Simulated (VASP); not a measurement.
Input of a VASP 6.6.1 run:

INCAR

```
PREC = Accurate
ENCUT = 520
EDIFF = 1E-6
ISMEAR = 0
SIGMA = 0.1
LREAL = False
LASPH = True
NELM = 80
ALGO = Normal
ISIF = 2
LWAVE = False
LCHARG = True
LDIPOL = True
IDIPOL = 3
DIPOL = 0.5 0.5 0.318
GGA = PE
LELF = True
LVHAR = True
LVACPOTAV = True
NBANDS = 25
```

File KPOINTS:

```
Automatic mesh
0
Gamma
  9 3 1
```

The input POSCAR:

```
Al9H
1.0
    2.8543223330      0.0000000000      0.0000000000
   -1.4271611665      9.7033329366      0.0000000000
    0.0000000000      0.0000000000     21.7902708969
Al H
9 1
Direct
    0.5324485604      0.0648971207      0.1835681630
    0.6709687938      0.3419375876      0.2292758741
    0.2986728405      0.5973456810      0.2384174163
    0.9263768872      0.8527537744      0.2475589585
    0.0639738222      0.1277383808      0.2937147080
    0.1995905480      0.4042696935      0.3452583266
    0.8288544886      0.6597110299      0.3524478004
    0.4526361687      0.9111292155      0.3607640453
    0.5925232094      0.1814597089      0.4034034702
    0.5925232094      0.1814597089      0.5213460150
```

Potentials or basis: VASP PAW PBE potentials, release 64 (Al, H).

The run is started by

```sh
$ cat potpaw_PBE.64/Al/POTCAR potpaw_PBE.64/H/POTCAR > POTCAR
$ mpirun -np 1 vasp_std > vasp.out
```

Estimate the largest force.

1.465 eV/Å.

What does it give for the band gap on the k mesh?

Zero (bands 14 and 15 overlap by 0.77 eV).

Forces in eV/Å, atoms in the order of the input:
```
Al   0.004  0.155 -0.098
Al   0.006  0.036  0.038
Al  -0.007  0.035 -0.018
Al  -0.001 -0.174 -0.185
Al  -0.002  0.005  0.018
Al   0.010  0.060  0.087
Al   0.001 -0.169  0.041
Al   0.002 -0.044  0.106
Al  -0.009  0.106  1.461
H   -0.004 -0.010 -1.451
```
